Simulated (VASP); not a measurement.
# Sn (I4/mmm) in VASP: single point with PBE+D3(BJ)

Aim: the single point of Sn with PBE+D3(BJ).

Everything below comes from runs of VASP 6.6.1. Logs are shortened: lines on timing, memory, paths and dates and some standing lists are left out, and cuts for length are marked.

## 1. The cell of the first run

Symmetry: I4/mmm, No. 139, tetragonal system. The conventional cell has a = 3.486 Å, b = 3.486 Å, c = 4.092 Å, α = 90.00°, β = 90.00°, γ = 90.00°. Sn (site symmetry 4/mmm) has 14 Sn at 3.20 to 4.09 Å within 4.2 Å.

## 2. Single point, PBE+D3(BJ)

Contents of INCAR:

```
SYSTEM = Sn
  ALGO = Normal
  EDIFF = 1E-6
  ENCUT = 500
  GGA = PE
  GGA_COMPAT = .False.
  ISIF = 2
  ISMEAR = 0
  IVDW = 12
  LASPH = .True.
  LCHARG = .False.
  LREAL = .False.
  LWAVE = .False.
  NBANDS = 13
  NELM = 120
  PREC = Accurate
  SIGMA = 0.15
```

Contents of KPOINTS:

```
k-points
0
Gamma
  22 22 22
  0 0 0
```

Contents of POSCAR:

```
Sn
1.0
   -1.7430796737      1.7430796737      2.0462239647
    1.7430796737     -1.7430796737      2.0462239647
    1.7430796737      1.7430796737     -2.0462239647
Sn
1
Direct
    0.0000000000      0.0000000000      0.0000000000
```

Potentials or basis: VASP PAW PBE potentials, release 64 (Sn_d).

Started as:

```sh
$ cat potpaw_PBE.64/Sn_d/POTCAR > POTCAR
$ mpirun -np 1 vasp_std > vasp.out
```

OUTCAR:

```text
SYSTEM = Sn
   EDIFF = 1E-6
   ENCUT = 500
   GGA = PE
   ISIF = 2
   ISMEAR = 0
   IVDW = 12
   LASPH = .True.
   LREAL = .False.
   NELM = 120
   PREC = Accurate
 IVDW          = 12

 ion  position               nearest neighbor table
   1  0.000  0.000  0.000-

  LATTYP: Found a body centered tetragonal cell.
 ALAT       =     3.4861593474
 C/A-ratio  =     1.1739130434

  Lattice vectors:

 A1 = (  -1.7430796737,   1.7430796737,   2.0462239647)
 A2 = (   1.7430796737,  -1.7430796737,   2.0462239647)
 A3 = (   1.7430796737,   1.7430796737,  -2.0462239647)

Analysis of symmetry for initial positions (statically):
=====================================================================
 Subroutine PRICEL returns:
 Original cell was already a primitive cell.

 Routine SETGRP: Setting up the symmetry group for a
 body centered tetragonal supercell.

 Subroutine GETGRP returns: Found 16 space group operations
 (whereof 16 operations were pure point group operations)
 out of a pool of 16 trial point group operations.

The static configuration has the point symmetry D_4h.

Analysis of symmetry for dynamics (positions and initial velocities):
=====================================================================
 Subroutine PRICEL returns:
 Original cell was already a primitive cell.

 Routine SETGRP: Setting up the symmetry group for a
 body centered tetragonal supercell.

 Subroutine GETGRP returns: Found 16 space group operations
 (whereof 16 operations were pure point group operations)
 out of a pool of 16 trial point group operations.

The dynamic configuration has the point symmetry D_4h.

 Subroutine INISYM returns: Found 16 space group operations
 (whereof 16 operations are pure point group operations),
 and found     1 'primitive' translations

----------------------------------------------------------------------------------------

                                     Primitive cell

  volume of cell :      24.8684

  direct lattice vectors                    reciprocal lattice vectors
    -1.743079674  1.743079674  2.046223965     0.000000000  0.286848621  0.244352529
     1.743079674 -1.743079674  2.046223965     0.286848621  0.000000000  0.244352529
     1.743079674  1.743079674 -2.046223965     0.286848621  0.286848621  0.000000000

  length of vectors
     3.203698802  3.203698802  3.203698802     0.376815989  0.376815989  0.405665210

  position of ions in fractional coordinates (direct lattice)
     0.000000000  0.000000000  0.000000000

  ion indices of the primitive-cell ions
   primitive index   ion index
                 1           1

----------------------------------------------------------------------------------------

 KPOINTS: k-points

Automatic generation of k-mesh.
 Grid dimensions read from file:
 generate k-points for:   22   22   22

 Generating k-lattice:

  Cartesian coordinates                     Fractional coordinates (reciprocal lattice)
     0.000000000  0.013038574  0.011106933     0.045454545  0.000000000 -0.000000000
     0.013038574  0.000000000  0.011106933     0.000000000  0.045454545 -0.000000000
     0.013038574  0.013038574  0.000000000     0.000000000  0.000000000  0.045454545

  Length of vectors
     0.017127999  0.017127999  0.018439328

  Shift w.r.t. Gamma in fractional coordinates (k-lattice)
     0.000000000  0.000000000  0.000000000

 Subroutine IBZKPT returns following result:
 ===========================================

 Found    834 irreducible k-points:

 Following reciprocal coordinates:
            Coordinates               Weight
  0.000000  0.000000  0.000000      1.000000
  0.045455 -0.000000  0.000000      8.000000
  0.090909 -0.000000  0.000000      8.000000
  0.136364  0.000000 -0.000000      8.000000
  0.181818  0.000000  0.000000      8.000000
  0.227273  0.000000  0.000000      8.000000
[... 16 lines left out ...]
  0.500000  0.045455  0.000000     16.000000
 -0.454545  0.045455  0.000000     16.000000
 [... further k-points ...]
   k-points           NKPTS =    834   k-points in BZ     NKDIM =    834   number of bands    NBANDS=     13
   number of dos      NEDOS =    301   number of ions     NIONS =      1
   total plane-waves  NPLWV =  13824
   dimension x,y,z NGX =    24 NGY =   24 NGZ =   24
   dimension x,y,z NGXF=    48 NGYF=   48 NGZF=   48
   ions per type =               1
   NGX,Y,Z   is equivalent  to a cutoff of  12.45, 12.45, 12.45 a.u.
   NGXF,Y,Z  is equivalent  to a cutoff of  24.91, 24.91, 24.91 a.u.
 SYSTEM =  Sn
   PREC   = accura    normal or accurate (medium, high low for compatibility)
   ISTART =      0    job   : 0-new  1-cont  2-samecut
   ICHARG =      2    charge: 1-file 2-atom 10-const
   ISPIN  =      1    spin polarized calculation?
   LNONCOLLINEAR =      F non collinear calculations
   LSORBIT =      F    spin-orbit coupling
   LASPH  =      T    aspherical Exc in radial PAW
   ENCUT  =  500.0 eV  36.75 Ry    6.06 a.u.   5.84  5.84  5.84*2*pi/ulx,y,z
   NELM   =    120;   NELMIN=  2; NELMDL= -5     # of ELM steps
   EDIFF  = 0.1E-05   stopping-criterion for ELM
   LREAL  =      F    real-space projection
[... 7 lines left out ...]
   TEBEG  =    0.0;   TEEND  =   0.0 temperature during run
   PSTRESS=    0.0 pullay stress
   NELECT =      14.0000    total number of electrons
   NUPDOWN=      -1.0000    fix difference up-down
   EMIN   =  10.00;   EMAX   =-10.00  energy-range for DOS
   EFERMI =   0.00;   METHOD = LEGACY
   ISMEAR =     0;   SIGMA  =   0.15  broadening in eV -4-tet -1-fermi 0-gaus
   EFERMI_NEDOS =   21; number of points for ismear=-14 and -15
   IALGO  =     38    algorithm
   IMIX   =      4    mixing-type and parameters
     AMIX     =   0.40;   BMIX     =  1.00
     AMIX_MAG =   1.60;   BMIX_MAG =  1.00
  volume/ion in A,a.u.               =      24.87       167.82
  Fermi-wavevector in a.u.,A,eV,Ry     =   1.351766  2.554468 24.861548  1.827272
  Thomas-Fermi vector in A             =   2.479161
   LORBIT       =      0    0 simple, 1 ext, 2 COOP (PROOUT), +10 PAW based schemes
   GGA     = PE    functional components
   LHFCALC =     F    Hartree Fock is set to
   AEXX    =    0.0000 exact exchange contribution
   IVDW    =    12    specifies the selected vdW correction
   LEPSILON=     F    determine dielectric tensor
   LRPA    =     F    only Hartree local field effects (RPA)
 non-spin polarized calculation
 Gauss-broadening in eV      SIGMA  =   0.15
  energy-cutoff  :      500.00
  volume of cell :       24.87
 maximum number of plane-waves:       654
   NGX = 11   NGY = 11   NGZ = 11

 number of electron      13.9999996 magnetization

 Free energy of the ion-electron system (eV)
  ---------------------------------------------------
  ext. energy  EPLUGINS =         0.00000000
  ---------------------------------------------------
  free energy    TOTEN  =        -3.72906898 eV

  energy without entropy =       -3.72395485  energy(sigma->0) =       -3.72651191

 E-fermi :   9.2513     XC(G=0): -10.7892

 val. band max:        9.2397112671   @ k =   0.2727   0.2273   0.0000
 cond. band min:       9.2530621508   @ k =   0.3182   0.2273   0.1818
 fundamental gap:      0.0133508837
 Fermi energy:         9.2512991974

 k-point     1 :       0.0000    0.0000    0.0000
  band No.  band energies     occupation
      1     -12.4050      2.00000
      2     -12.4050      2.00000
      3     -12.3492      2.00000
      4     -12.2798      2.00000
      5     -12.2074      2.00000
      6      -2.5517      2.00000
      7      17.6061      0.00000
      8      17.9953      0.00000
      9      17.9953      0.00000
     10      20.3853      0.00000
     11      21.8198      0.00000
     12      21.8198      0.00000
     13      22.5055      0.00000

 k-point     2 :       0.0455   -0.0000    0.0000
  band No.  band energies     occupation
      1     -12.4032      2.00000
      2     -12.4025      2.00000
      3     -12.3479      2.00000
      4     -12.2800      2.00000
      5     -12.2085      2.00000
      6      -2.5051      2.00000
      7      17.2105      0.00000
      8      17.7807      0.00000
      9      17.8272      0.00000
     10      20.1060      0.00000
     11      21.9573      0.00000
     12      22.1671      0.00000
     13      22.6225      0.00000

 k-point     3 :       0.0909   -0.0000    0.0000
  band No.  band energies     occupation
      1     -12.3981      2.00000
      2     -12.3970      2.00000
      3     -12.3421      2.00000
      4     -12.2804      2.00000
      5     -12.2113      2.00000
      6      -2.3652      2.00000
      7      15.9512      0.00000
      8      17.4070      0.00000
      9      17.6010      0.00000
     10      19.8565      0.00000
     11      21.8325      0.00000
     12      22.1138      0.00000
     13      22.5339      0.00000

 k-point     4 :       0.1364    0.0000   -0.0000
  band No.  band energies     occupation
      1     -12.3937      2.00000
      2     -12.3908      2.00000
      3     -12.3278      2.00000
      4     -12.2810      2.00000
      5     -12.2154      2.00000
      6      -2.1316      2.00000
      7      14.4125      0.00000
      8      16.8717      0.00000
      9      17.3863      0.00000
     10      19.7392      0.00000
     11      21.2774      0.00000
     12      21.5604      0.00000
     13      22.9173      0.00000

 k-point     5 :       0.1818    0.0000    0.0000
  band No.  band energies     occupation
      1     -12.3951      2.00000
      2     -12.3829      2.00000
      3     -12.3035      2.00000
      4     -12.2817      2.00000
      5     -12.2194      2.00000
      6      -1.8038      2.00000
      7      12.8284      0.00000
      8      16.3098      0.00000
      9      17.1284      0.00000
     10      19.6825      0.00000
     11      20.7146      0.00000
     12      21.0816      0.00000
     13      23.3631      0.00000

 k-point     6 :       0.2273    0.0000    0.0000
  band No.  band energies     occupation
      1     -12.3998      2.00000
      2     -12.3763      2.00000
      3     -12.2824      2.00000
      4     -12.2724      2.00000
      5     -12.2221      2.00000
      6      -1.3817      2.00000
      7      11.2716      0.00000
      8      15.7692      0.00000
      9      16.8538      0.00000
     10      19.6073      0.00000
     11      20.2137      0.00000
     12      20.7655      0.00000
     13      23.8746      0.00000

 k-point     7 :       0.2727    0.0000   -0.0000
  band No.  band energies     occupation
      1     -12.4062      2.00000
      2     -12.3726      2.00000
      3     -12.2832      2.00000
      4     -12.2384      2.00000
      5     -12.2220      2.00000
      6      -0.8656      2.00000
      7       9.7723      0.00000
      8      15.2780      0.00000
      9      16.5875      0.00000
     10      19.4457      0.00000
     11      19.7888      0.00000
     12      20.6737      0.00000
     13      24.4554      0.00000
[... 193 lines left out ...]
 k-point    20 :       0.3636    0.0455   -0.0000
  band No.  band energies     occupation
      1     -12.4190      2.00000
      2     -12.3737      2.00000
      3     -12.2846      2.00000
      4     -12.2158      2.00000
      5     -12.1632      2.00000
      6       0.7883      2.00000
      7       6.5177      2.00000
      8      13.9257      0.00000
      9      15.8340      0.00000
     10      19.0078      0.00000
     11      19.8647      0.00000
     12      21.5866      0.00000
     13      24.6968      0.00000

 k-point    21 :       0.4091    0.0455    0.0000
  band No.  band energies     occupation
      1     -12.4231      2.00000
      2     -12.3762      2.00000
      3     -12.2860      2.00000
      4     -12.2095      2.00000
      5     -12.1448      2.00000
      6       1.5694      2.00000
      7       5.3527      2.00000
      8      13.7748      0.00000
      9      15.6634      0.00000
     10      18.9223      0.00000
     11      19.6402      0.00000
     12      21.5663      0.00000
     13      24.5001      0.00000

 k-point    22 :       0.4545    0.0455    0.0000
  band No.  band energies     occupation
      1     -12.4255      2.00000
      2     -12.3776      2.00000
      3     -12.2870      2.00000
      4     -12.2052      2.00000
      5     -12.1352      2.00000
      6       2.2823      2.00000
      7       4.4395      2.00000
      8      13.7185      0.00000
      9      15.5660      0.00000
     10      18.9031      0.00000
     11      19.4667      0.00000
     12      21.3975      0.00000
     13      24.5642      0.00000

 k-point    23 :       0.5000    0.0455    0.0000
  band No.  band energies     occupation
      1     -12.4258      2.00000
      2     -12.3775      2.00000
      3     -12.2873      2.00000
      4     -12.2038      2.00000
      5     -12.1354      2.00000
      6       2.3618      2.00000
      7       4.3449      2.00000
      8      13.7596      0.00000
      9      15.5433      0.00000
     10      18.9485      0.00000
     11      19.3514      0.00000
     12      21.1259      0.00000
     13      24.8677      0.00000

 k-point    24 :      -0.4545    0.0455    0.0000
  band No.  band energies     occupation
      1     -12.4241      2.00000
      2     -12.3760      2.00000
      3     -12.2870      2.00000
      4     -12.2054      2.00000
      5     -12.1452      2.00000
      6       1.6952      2.00000
      7       5.1817      2.00000
      8      13.8981      0.00000
      9      15.5948      0.00000
     10      19.0535      0.00000
     11      19.2989      0.00000
     12      20.8282      0.00000
     13      25.3407      0.00000

 [... further k-points ...]

------------------------ aborting loop because EDIFF is reached ----------------------------------------

 Edisp (eV)   -0.42102

 E8    (eV) :    -0.2019

  FORCE on cell =-STRESS in cart. coord.  units (eV):
  Direction    XX          YY          ZZ          XY          YZ          ZX
  --------------------------------------------------------------------------------------
  -------------------------------------------------------------------------------------
  Total       0.66226     0.66226     0.60975     0.00000     0.00000     0.00000
  in kB      42.66694    42.66694    39.28396     0.00000     0.00000     0.00000
  external pressure =       41.54 kB  Pullay stress =        0.00 kB

 VOLUME and BASIS-vectors are now :
 -----------------------------------------------------------------------------
  energy-cutoff  :      500.00
  volume of cell :       24.87
      direct lattice vectors                 reciprocal lattice vectors
    -1.743079674  1.743079674  2.046223965     0.000000000  0.286848621  0.244352529
     1.743079674 -1.743079674  2.046223965     0.286848621  0.000000000  0.244352529
     1.743079674  1.743079674 -2.046223965     0.286848621  0.286848621  0.000000000

 POSITION                                       TOTAL-FORCE (eV/Angst)
 -----------------------------------------------------------------------------------
      0.00000      0.00000      0.00000         0.000000      0.000000     -0.000000
 -----------------------------------------------------------------------------------
    total drift:                               -0.000000      0.000000      0.000000

  FREE ENERGIE OF THE ION-ELECTRON SYSTEM (eV)
  ---------------------------------------------------
  free  energy   TOTEN  =        -4.1500895083 eV

  energy  without entropy=       -4.1449753795  energy(sigma->0) =       -4.14753244
```

Run time: 64 s. Hardware: 1 thread of Intel Xeon 6975P-C (Granite Rapids), shared host; peak memory 0.34 GiB.

Results:

- Free energy: -4.1501 eV
- Pressure: 4.2 GPa
- Band gap on the k mesh: zero (bands 7 and 8 overlap by 10.98 eV)
- Dispersion energy per atom: -0.421 eV

Levels at points of the mesh, in eV from the Fermi level:
```
           k point  band 3  band 4  band 5  band 6  band 7  band 8  band 9  band 10  band 11  band 12
(0.00, 0.00, 0.00)  -21.60  -21.53  -21.46  -11.80    8.35    8.74    8.74    11.13    12.57    12.57
(0.50, 0.00, 0.00)  -21.54  -21.45  -21.38   -6.83   -5.06    4.81    6.63     9.49     9.58    12.14
(0.50, 0.50, 0.00)  -21.45  -21.44  -21.36   -5.75   -4.56    2.75    3.90     6.96     6.99    18.72
(0.50, 0.50, 0.50)  -21.42  -21.38  -21.38   -2.79   -2.50    0.56    0.56     4.00     4.66    19.10
```

Caveat: the cell stands under pressure; spin-orbit coupling is left out, which moves the levels of the heavy elements.
